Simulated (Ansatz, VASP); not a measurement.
## AlNi in VASP and in Ansatz

INCAR

```
ALGO     = Fast           # electronic algorithm
EDIFF    = 1E-7           # SCF threshold, eV
ENCUT    = 520            # plane-wave cutoff, eV
GGA      = PS             # functional
ISIF     = 2              # what is computed and relaxed
ISMEAR   = 0              # smearing method
LASPH    = True           # aspherical terms in the spheres
LCHARG   = False          # write CHGCAR
LREAL    = False          # projectors in reciprocal space
LWAVE    = False          # write WAVECAR
NBANDS   = 14             # bands
NELM     = 100            # most SCF steps
PREC     = Accurate       # precision mode
SIGMA    = 0.15           # smearing width, eV
```

KPOINTS

```
k-points
0
Gamma
  18 18 18
```

POSCAR

```
AlNi
1.0
    2.6397460023      0.0000000000      0.0000000000
    0.0000000000      2.6397460023      0.0000000000
    0.0000000000      0.0000000000      3.4316698030
Al Ni
1 1
Direct
    0.0000000000      0.0000000000      0.0000000000
    0.5000000000      0.5000000000      0.5000000000
```

Input for Ansatz:

```yaml
crystal:
  lattice:
    - [2.6397460023, 0.0, 0.0]
    - [0.0, 2.6397460023, 0.0]
    - [0.0, 0.0, 3.431669803]
  atoms:
    - { symbol: Al, position: [0.0, 0.0, 0.0] }
    - { symbol: Ni, position: [0.5, 0.5, 0.5] }
basis:
  ecutwfc: 420
kpoints:
  mp_grid: { grid: [18, 18, 18] }
hamiltonian:
  xc: pbesol
scf:
  occupations: { method: gaussian, width: 0.15 }
output:
  forces: true
  stress: true
  eigenvalues: true
  write_density: true
  write_potential: true
  elf: true
  volumetric_format: npy
```

Alike in both runs: task single point; functional PBEsol; k mesh 18 × 18 × 18; occupations gaussian, width 0.15 eV; no spin polarisation.

|  | VASP | Ansatz |
| --- | --- | --- |
| version | VASP 6.6.1 | Ansatz 0.2.0 |
| potentials or method | VASP PAW PBE potentials, release 64 (Al, Ni), cutoff 520 eV | scalar-relativistic, plane waves, PAW |
| valence electrons in the cell | 13 | 21 |

```csv
,VASP,Ansatz,Ansatz less VASP
gap on the k mesh at the Fermi level (eV),none,none,-
pressure (GPa),-1.3,-1.5,-0.21
"traceless stress, the component that is largest in VASP (GPa)",-8.46,-8.21,+0.250
```

VASP's potentials were made for PBE, not for PBEsol. A gap of «none» marks a metal or a gap that the smearing closes. The functional is the same, so the differences come from potentials, cutoffs and numerics. VASP's potentials hold 13 valence electrons a cell and Ansatz's 21, so a difference there can come from the potentials and not from the codes.
